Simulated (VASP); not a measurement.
PbS: single point with PBE+D3(BJ)

Crystal: PbS.

```
Pb S
1.0
     0.00000    2.96793    2.96793
     2.96793    0.00000    2.96793
     2.96793    2.96793    0.00000
Pb S
1 1
Direct
  0.00000 0.00000 0.00000
  0.50000 0.50000 0.50000
```

| Item | Value |
| --- | --- |
| Program | VASP 6.6.1 |
| Task | single point |
| Functional | PBE |
| Dispersion | D3(BJ) |
| Potentials or basis | VASP PAW PBE potentials, release 64 (Pb_d, S) |
| Cutoff | 520 eV |
| k mesh | 10 × 10 × 10 |
| Occupations | gaussian, width 0.02 eV |
| Spin | no spin polarisation |
| Dipole correction | no |
| k mesh for the DOS | 15 × 15 × 15 |
| Occupations for the DOS | tetrahedron |
| Further INCAR settings | ALGO = Normal; EDIFF = 1e-07; NBANDS = 17 |

```
Valence electrons inside the program's atomic spheres : Pb 11.84; S 3.69
Dispersion energy per atom                            : -0.346 eV
```

Levels at points of the mesh, in eV from the valence-band top:
| k point | band 8 | band 9 | band 10 | band 11 | band 12 | band 13 |
| --- | --- | --- | --- | --- | --- | --- |
| (0.00, 0.00, 0.00) | -2.08 | -2.08 | -2.08 | 5.29 | 5.29 | 5.29 |

Wall time 120 s on 1 thread of AMD EPYC 7R13 (shared host), peak memory 0.22 GiB.

Caveat: spin-orbit coupling is left out, which moves the levels of the heavy elements.
